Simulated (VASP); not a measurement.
# AlNi (Pm-3m) in VASP: notebook

The runs below take AlNi through elastic constants, with PBEsol, LDA.

All numbers are computed with VASP 6.6.1; they aren't measurements. Logs are shortened: lines on timing, memory, paths and dates and some standing lists are left out, and cuts for length are marked.

## 1. The cell of the first run

It takes space group Pm-3m (No. 221, cubic). The conventional cell has a = 2.881 Å, b = 2.881 Å, c = 2.881 Å, α = 90.00°, β = 90.00°, γ = 90.00°. Within 3.3 Å of Ni (site symmetry m-3m) lie 8 Al at 2.50 Å and 6 Ni at 2.88 Å. Al (site symmetry m-3m) has 8 Ni at 2.50 Å and 6 Al at 2.88 Å within 3.3 Å.

## 2. Elastic constants, PBEsol, collinear spin, ferromagnetic start

The input, INCAR:

```
SYSTEM = AlNi
  ALGO = Normal
  EDIFF = 1E-8
  ENCUT = 600
  GGA = PS
  IBRION = 6
  ISIF = 3
  ISMEAR = -1
  ISPIN = 2
  LASPH = .TRUE.
  LCHARG = .FALSE.
  LMAXMIX = 4
  LORBIT = 11
  LREAL = .FALSE.
  LWAVE = .FALSE.
  MAGMOM = 1 0
  NBANDS = 18
  NELM = 150
  NFREE = 2
  NSW = 1
  POTIM = 0.015
  PREC = Accurate
  SIGMA = 0.05
```

The input, KPOINTS:

```
k-points
0
G
  8 8 8
  0 0 0
```

The input, POSCAR:

```
AlNi
1.0
    2.8810000000      0.0000000000      0.0000000000
    0.0000000000      2.8810000000      0.0000000000
    0.0000000000      0.0000000000      2.8810000000
Ni Al
1 1
Direct
    0.5000000000      0.5000000000      0.5000000000
    0.0000000000      0.0000000000      0.0000000000
```

Potentials or basis: VASP PAW PBE potentials, release 64 (Ni, Al).

On the command line:

```bash
$ cat potpaw_PBE.64/Ni/POTCAR potpaw_PBE.64/Al/POTCAR > POTCAR
$ mpirun -np 1 vasp_std > vasp.out
```

OUTCAR:

```text
SYSTEM = AlNi
   EDIFF = 1E-8
   ENCUT = 600
   GGA = PS
   IBRION = 6
   ISIF = 3
   ISMEAR = -1
   ISPIN = 2
   LASPH = .TRUE.
   LORBIT = 11
   LREAL = .FALSE.
   NELM = 150
   NFREE = 2
   NSW = 1
   POTIM = 0.015
   PREC = Accurate

 ion  position               nearest neighbor table
   1  0.500  0.500  0.500-   2 2.50   2 2.50   2 2.50   2 2.50   2 2.50   2 2.50   2 2.50   2 2.50

   2  0.000  0.000  0.000-   1 2.50   1 2.50   1 2.50   1 2.50   1 2.50   1 2.50   1 2.50   1 2.50

  LATTYP: Found a simple cubic cell.
 ALAT       =     2.8810000000

  Lattice vectors:

 A1 = (   2.8810000000,   0.0000000000,   0.0000000000)
 A2 = (   0.0000000000,   2.8810000000,   0.0000000000)
 A3 = (   0.0000000000,   0.0000000000,   2.8810000000)

Analysis of symmetry for initial positions (statically):
=====================================================================
 Subroutine PRICEL returns:
 Original cell was already a primitive cell.

 Routine SETGRP: Setting up the symmetry group for a
 simple cubic supercell.

 Subroutine GETGRP returns: Found 48 space group operations
 (whereof 48 operations were pure point group operations)
 out of a pool of 48 trial point group operations.

The static configuration has the point symmetry O_h .

Analysis of symmetry for dynamics (positions and initial velocities):
=====================================================================
 Subroutine PRICEL returns:
 Original cell was already a primitive cell.

 Routine SETGRP: Setting up the symmetry group for a
 simple cubic supercell.

 Subroutine GETGRP returns: Found 48 space group operations
 (whereof 48 operations were pure point group operations)
 out of a pool of 48 trial point group operations.

The dynamic configuration has the point symmetry O_h .

Analysis of structural, dynamic, and magnetic symmetry:
=====================================================================
 Subroutine PRICEL returns:
 Original cell was already a primitive cell.

 Routine SETGRP: Setting up the symmetry group for a
 simple cubic supercell.

 Subroutine GETGRP returns: Found 48 space group operations
 (whereof 48 operations were pure point group operations)
 out of a pool of 48 trial point group operations.

The overall configuration has the point symmetry O_h .

 Subroutine INISYM returns: Found 48 space group operations
 (whereof 48 operations are pure point group operations),
 and found     1 'primitive' translations

----------------------------------------------------------------------------------------

                                     Primitive cell

  volume of cell :      23.9128

  direct lattice vectors                    reciprocal lattice vectors
     2.881000000  0.000000000  0.000000000     0.347101701  0.000000000  0.000000000
     0.000000000  2.881000000  0.000000000     0.000000000  0.347101701  0.000000000
     0.000000000  0.000000000  2.881000000     0.000000000  0.000000000  0.347101701

  length of vectors
     2.881000000  2.881000000  2.881000000     0.347101701  0.347101701  0.347101701

  position of ions in fractional coordinates (direct lattice)
     0.500000000  0.500000000  0.500000000
     0.000000000  0.000000000  0.000000000

  ion indices of the primitive-cell ions
   primitive index   ion index
                 1           1
                 2           2

----------------------------------------------------------------------------------------

 KPOINTS: k-points

Automatic generation of k-mesh.
 Grid dimensions read from file:
 generate k-points for:    8    8    8

 Generating k-lattice:

  Cartesian coordinates                     Fractional coordinates (reciprocal lattice)
     0.043387713  0.000000000  0.000000000     0.125000000  0.000000000  0.000000000
     0.000000000  0.043387713  0.000000000     0.000000000  0.125000000  0.000000000
     0.000000000  0.000000000  0.043387713     0.000000000  0.000000000  0.125000000

  Length of vectors
     0.043387713  0.043387713  0.043387713

  Shift w.r.t. Gamma in fractional coordinates (k-lattice)
     0.000000000  0.000000000  0.000000000

 Subroutine IBZKPT returns following result:
 ===========================================

 Found     35 irreducible k-points:

 Following reciprocal coordinates:
            Coordinates               Weight
  0.000000  0.000000  0.000000      1.000000
  0.125000  0.000000  0.000000      6.000000
  0.250000  0.000000  0.000000      6.000000
  0.375000  0.000000  0.000000      6.000000
[... 65 lines left out ...]
   LHFCALC =     F    Hartree Fock is set to
   AEXX    =    0.0000 exact exchange contribution
   IVDW    =     0    specifies the selected vdW correction
   LEPSILON=     F    determine dielectric tensor
   LRPA    =     F    only Hartree local field effects (RPA)
 finite differences with symmetry
 spin polarized calculation
  energy-cutoff  :      600.00
  volume of cell :       23.91
 maximum number of plane-waves:       840
 NGX is ok and might be reduce to    24
   NGX = 11   NGY = 11   NGZ = 11

--------------------------------------- Ionic step        1  -------------------------------------------

 number of electron      13.0000015 magnetization       0.0000075

 number of electron      13.0000015 magnetization      -0.0000533

 Free energy of the ion-electron system (eV)
  ---------------------------------------------------
  ext. energy  EPLUGINS =         0.00000000
  ---------------------------------------------------
  free energy    TOTEN  =       -11.58117701 eV

  energy without entropy =      -11.57125668  energy(sigma->0) =      -11.57621684

------------------------ aborting loop because EDIFF is reached ----------------------------------------

  FORCE on cell =-STRESS in cart. coord.  units (eV):
  Direction    XX          YY          ZZ          XY          YZ          ZX
  --------------------------------------------------------------------------------------
  -------------------------------------------------------------------------------------
  Total       -0.4504163     -0.4504163     -0.4504163     -0.0000000     -0.0000000      0.0000000
  in kB      -30.1783068    -30.1783068    -30.1783068     -0.0000000     -0.0000000      0.0000000
  external PRESSURE =     -30.1783068 kB  Pullay stress =       0.0000000 kB
[... 93 lines left out ...]
  FREE ENERGIE OF THE ION-ELECTRON SYSTEM (eV)
  ---------------------------------------------------
  free  energy   TOTEN  =       -11.5846192483 eV

  energy  without entropy=      -11.5746611179  energy(sigma->0) =      -11.57964018

 E-fermi :  10.0226     XC(G=0): -12.2396

 val. band max:        9.9409983274   @ k =   0.2500   0.0000   0.3750
 cond. band min:      10.0306253372   @ k =   0.3750   0.2500   0.1250
 fundamental gap:      0.0896270097
 Fermi energy:        10.0225680016

 spin component 1

 k-point     1 :       0.0000    0.0000    0.0000
  band No.  band energies     occupation
      1      -1.1445      1.00000
      2       6.7829      1.00000
      3       6.7865      1.00000
      4       8.4951      1.00000
      5       8.5340      1.00000
      6       8.5340      1.00000
[... 1001 lines left out ...]
     17      33.9667      0.00000
     18      37.4301      0.00000

 [... further k-points ...]

[... ionic steps 4 to 14 ...]

--------------------------------------- Ionic step       15  -------------------------------------------

 number of electron      13.0000009 magnetization      -0.0000000

 number of electron      13.0000009 magnetization       0.0000000
[... 73 lines left out ...]
 number of electron      13.0000015 magnetization      -0.0000001

 number of electron      13.0000015 magnetization       0.0000000

 Free energy of the ion-electron system (eV)
  ---------------------------------------------------
  ext. energy  EPLUGINS =         0.00000000
  ---------------------------------------------------
  free energy    TOTEN  =       -11.58052169 eV

  energy without entropy =      -11.57059900  energy(sigma->0) =      -11.57556035

 E-fermi :   9.8240     XC(G=0): -12.1660

 val. band max:        9.7195705854   @ k =   0.1250   0.3750   0.3750
 cond. band min:       9.8663993594   @ k =   0.2500   0.1250   0.3750
 fundamental gap:      0.1468287739
 Fermi energy:         9.8239880195

 spin component 1

 k-point     1 :       0.0000    0.0000    0.0000
  band No.  band energies     occupation
      1      -1.2336      1.00000
      2       6.6579      1.00000
      3       6.6581      1.00000
      4       8.3510      1.00000
      5       8.3513      1.00000
      6       8.3513      1.00000
[... 1032 lines left out ...]
  FREE ENERGIE OF THE ION-ELECTRON SYSTEM (eV)
  ---------------------------------------------------
  free  energy   TOTEN  =       -11.5805216937 eV

  energy  without entropy=      -11.5705990048  energy(sigma->0) =      -11.57556035

 INTERNAL STRAIN TENSORS FROM STRAINED CELLS
 ============================================

 INTERNAL STRAIN TENSOR FOR ION    1 for displacements in x,y,z  (eV/Angst):
          X           Y           Z          XY          YZ          ZX
  --------------------------------------------------------------------------------
  x     0.00000     0.00000     0.00000     0.00000     0.00000     0.00000
  y     0.00000     0.00000     0.00000     0.00000     0.00000     0.00000
  z     0.00000     0.00000     0.00000     0.00000     0.00000     0.00000

 INTERNAL STRAIN TENSORS FROM DISPLACED ATOMS
 ============================================

 INTERNAL STRAIN TENSOR FOR ION    1 for displacements in x,y,z  (eV/Angst):
          X           Y           Z          XY          YZ          ZX
  --------------------------------------------------------------------------------
  x     0.00000     0.00000     0.00000     0.00000     0.00000     0.00000
  y     0.00000     0.00000     0.00000     0.00000     0.00000     0.00000
  z     0.00000     0.00000     0.00000     0.00000     0.00000     0.00000

 INTERNAL STRAIN TENSOR FOR ION    2 for displacements in x,y,z  (eV/Angst):
          X           Y           Z          XY          YZ          ZX
  --------------------------------------------------------------------------------
  x     0.00000     0.00000     0.00000     0.00000     0.00000     0.00000
  y     0.00000     0.00000     0.00000     0.00000     0.00000     0.00000
  z     0.00000     0.00000     0.00000     0.00000     0.00000     0.00000

 Eigenvectors and eigenvalues of the dynamical matrix
 ----------------------------------------------------

   1 f  =    8.778633 THz    55.157780 2PiTHz  292.823688 cm-1    36.305494 meV
             X         Y         Z           dx          dy          dz
      1.440500  1.440500  1.440500     0.164637   -0.536761   -0.011692
      0.000000  0.000000  0.000000    -0.242584    0.790887    0.017227
[... 21 lines left out ...]
   6 f/i=    0.003943 THz     0.024772 2PiTHz    0.131510 cm-1     0.016305 meV
             X         Y         Z           dx          dy          dz
      1.440500  1.440500  1.440500    -0.815759    0.137652   -0.015322
      0.000000  0.000000  0.000000    -0.553641    0.093422   -0.010399

--------------------------------------------------------------------------------------------------------

 ELASTIC MODULI CONTR FROM IONIC RELAXATION (kBar)
 Direction    XX          YY          ZZ          XY          YZ          ZX
 --------------------------------------------------------------------------------
 XX           0.0000      0.0000      0.0000      0.0000      0.0000      0.0000
 YY           0.0000      0.0000      0.0000      0.0000      0.0000      0.0000
 ZZ           0.0000      0.0000      0.0000      0.0000      0.0000      0.0000
 XY           0.0000      0.0000      0.0000      0.0000      0.0000      0.0000
 YZ           0.0000      0.0000      0.0000      0.0000      0.0000      0.0000
 ZX           0.0000      0.0000      0.0000      0.0000      0.0000      0.0000
 --------------------------------------------------------------------------------

 TOTAL ELASTIC MODULI (kBar)
 Direction    XX          YY          ZZ          XY          YZ          ZX
 --------------------------------------------------------------------------------
 XX        1919.5648   1478.6970   1478.6970     -0.0000      0.0000      0.0000
 YY        1478.6970   1919.5648   1478.6970      0.0000     -0.0000      0.0000
 ZZ        1478.6970   1478.6970   1919.5648     -0.0000      0.0000     -0.0000
 XY          -0.0000      0.0000     -0.0000   1227.6043      0.0000      0.0000
 YZ           0.0000     -0.0000      0.0000      0.0000   1227.6043      0.0000
 ZX           0.0000      0.0000     -0.0000      0.0000      0.0000   1227.6043
 --------------------------------------------------------------------------------

 total charge

# of ion       s       p       d       tot
------------------------------------------
    1        0.479   0.519   8.478   9.476
    2        0.383   0.414   0.000   0.797
--------------------------------------------------
tot          0.861   0.934   8.478  10.273

 magnetization (x)

# of ion       s       p       d       tot
------------------------------------------
    1       -0.000   0.000  -0.000  -0.000
    2        0.000   0.000   0.000   0.000
--------------------------------------------------
tot          0.000   0.000  -0.000  -0.000
```

Run time: 9.2 min. Hardware: 1 thread of Intel Xeon 6975P-C, shared host; peak memory 0.37 GiB.

What came out:

| Item | Value |
| --- | --- |
| Net moment | 0.00 μB per cell |
| Valence electrons inside the program's atomic spheres | Ni 9.48; Al 0.80 |
| Elastic constants C11, C12, C44 | 192, 148, 123 GPa |
| Voigt bulk modulus | 163 GPa |
| Highest phonon frequency at Γ, LO-TO splitting left out | 293 cm⁻¹ |

Phonon frequencies in cm⁻¹ (negative: imaginary):
```
              q point        frequencies
(0.000, 0.000, 0.000)  0 0 0 293 293 293
```

Elastic tensor in Voigt notation (GPa, in the Cartesian axes of the cell as first typed):
```
192 148 148   0   0   0
148 192 148   0   0   0
148 148 192   0   0   0
  0   0   0 123   0   0
  0   0   0   0 123   0
  0   0   0   0   0 123
```

Clamped-ion elastic tensor (GPa):
```
192 148 148   0   0   0
148 192 148   0   0   0
148 148 192   0   0   0
  0   0   0 123   0   0
  0   0   0   0 123   0
  0   0   0   0   0 123
```

Caveat: the cell is under stress, which shifts elastic constants; the PAW data sets were made with another functional, which shifts forces and pressure a little.

## 3. Elastic constants, LDA, collinear spin, ferromagnetic start

The input, INCAR:

```
PREC = Accurate
ENCUT = 600
EDIFF = 1E-8
ISMEAR = -1
SIGMA = 0.05
LREAL = False
LASPH = True
NELM = 150
ALGO = Normal
ISIF = 3
LWAVE = False
LCHARG = True
ISPIN = 2
MAGMOM = 1 0
LORBIT = 11
LMAXMIX = 4
GGA = CA
IBRION = 6
NFREE = 2
POTIM = 0.015
NSW = 1
```

The input, KPOINTS:

```
regular mesh
0
Gamma
  7 7 7
```

POSCAR is that of step 2.

Potentials or basis: VASP PAW LDA potentials, release 64 (Ni, Al).

On the command line:

```bash
$ cat potpaw_LDA.64/Ni/POTCAR potpaw_LDA.64/Al/POTCAR > POTCAR
$ mpirun -np 1 vasp_std > vasp.out
```

OUTCAR:

```text
PREC = Accurate
   ENCUT = 600
   EDIFF = 1E-8
   ISMEAR = -1
   LREAL = False
   LASPH = True
   NELM = 150
   ISIF = 3
   ISPIN = 2
   LORBIT = 11
   GGA = CA
   IBRION = 6
   NFREE = 2
   POTIM = 0.015
   NSW = 1

 ion  position               nearest neighbor table
   1  0.500  0.500  0.500-   2 2.50   2 2.50   2 2.50   2 2.50   2 2.50   2 2.50   2 2.50   2 2.50

   2  0.000  0.000  0.000-   1 2.50   1 2.50   1 2.50   1 2.50   1 2.50   1 2.50   1 2.50   1 2.50

  LATTYP: Found a simple cubic cell.
 ALAT       =     2.8810000000

  Lattice vectors:

 A1 = (   2.8810000000,   0.0000000000,   0.0000000000)
 A2 = (   0.0000000000,   2.8810000000,   0.0000000000)
 A3 = (   0.0000000000,   0.0000000000,   2.8810000000)

Analysis of symmetry for initial positions (statically):
[... 1818 lines left out ...]
  z     0.00000     0.00000     0.00000     0.00000     0.00000     0.00000

 Eigenvectors and eigenvalues of the dynamical matrix
 ----------------------------------------------------

   1 f  =    8.322527 THz    52.291977 2PiTHz  277.609605 cm-1    34.419189 meV
             X         Y         Z           dx          dy          dz
      1.440500  1.440500  1.440500     0.000000   -0.561752    0.000000
      0.000000  0.000000  0.000000    -0.000000    0.827306    0.000000
[... 21 lines left out ...]
   6 f/i=    0.005624 THz     0.035339 2PiTHz    0.187608 cm-1     0.023260 meV
             X         Y         Z           dx          dy          dz
      1.440500  1.440500  1.440500    -0.634308   -0.531119    0.000000
      0.000000  0.000000  0.000000    -0.430704   -0.360637    0.000000

--------------------------------------------------------------------------------------------------------

 ELASTIC MODULI CONTR FROM IONIC RELAXATION (kBar)
 Direction    XX          YY          ZZ          XY          YZ          ZX
 --------------------------------------------------------------------------------
 XX           0.0000      0.0000      0.0000      0.0000      0.0000      0.0000
 YY           0.0000      0.0000      0.0000      0.0000      0.0000      0.0000
 ZZ           0.0000      0.0000      0.0000      0.0000      0.0000      0.0000
 XY           0.0000      0.0000      0.0000      0.0000      0.0000      0.0000
 YZ           0.0000      0.0000      0.0000      0.0000      0.0000      0.0000
 ZX           0.0000      0.0000      0.0000      0.0000      0.0000      0.0000
 --------------------------------------------------------------------------------

 TOTAL ELASTIC MODULI (kBar)
 Direction    XX          YY          ZZ          XY          YZ          ZX
 --------------------------------------------------------------------------------
 XX        2222.1575   1233.9617   1233.9617      0.0000     -0.0000      0.0000
 YY        1233.9617   2222.1575   1233.9617      0.0000      0.0000      0.0000
 ZZ        1233.9617   1233.9617   2222.1575     -0.0000      0.0000      0.0000
 XY           0.0000      0.0000     -0.0000    993.7180      0.0000      0.0000
 YZ          -0.0000      0.0000      0.0000      0.0000    993.7180      0.0000
 ZX           0.0000      0.0000      0.0000      0.0000      0.0000    993.7180
 --------------------------------------------------------------------------------

 total charge

# of ion       s       p       d       tot
------------------------------------------
    1        0.481   0.513   8.501   9.495
    2        0.390   0.417   0.000   0.806
--------------------------------------------------
tot          0.870   0.930   8.501  10.301

 magnetization (x)

# of ion       s       p       d       tot
------------------------------------------
    1        0.000   0.000   0.000   0.000
    2       -0.000   0.000   0.000  -0.000
--------------------------------------------------
tot          0.000   0.000   0.000   0.000
```

It took 3.3 min on 1 thread of AMD EPYC 9R45 (Zen 5), shared host; peak memory 0.19 GiB.

What came out:

* Net moment: 0.00 μB per cell
* Valence electrons inside the program's atomic spheres: Ni 9.49; Al 0.81
* Elastic constants C11, C12, C44: 222, 123, 99 GPa
* Voigt bulk modulus: 156 GPa
* Highest phonon frequency at Γ, LO-TO splitting left out: 278 cm⁻¹

Phonon frequencies in cm⁻¹ (negative: imaginary):
```csv
q point,frequencies
"(0.000, 0.000, 0.000)",0 0 0 278 278 278
```

Elastic tensor in Voigt notation (GPa, in the Cartesian axes of the cell as first typed):
```
222 123 123   0   0   0
123 222 123   0   0   0
123 123 222   0   0   0
  0   0   0  99   0   0
  0   0   0   0  99   0
  0   0   0   0   0  99
```

Clamped-ion elastic tensor (GPa):
```
222 123 123   0   0   0
123 222 123   0   0   0
123 123 222   0   0   0
  0   0   0  99   0   0
  0   0   0   0  99   0
  0   0   0   0   0  99
```

Caveat: the cell is under stress, which shifts elastic constants.
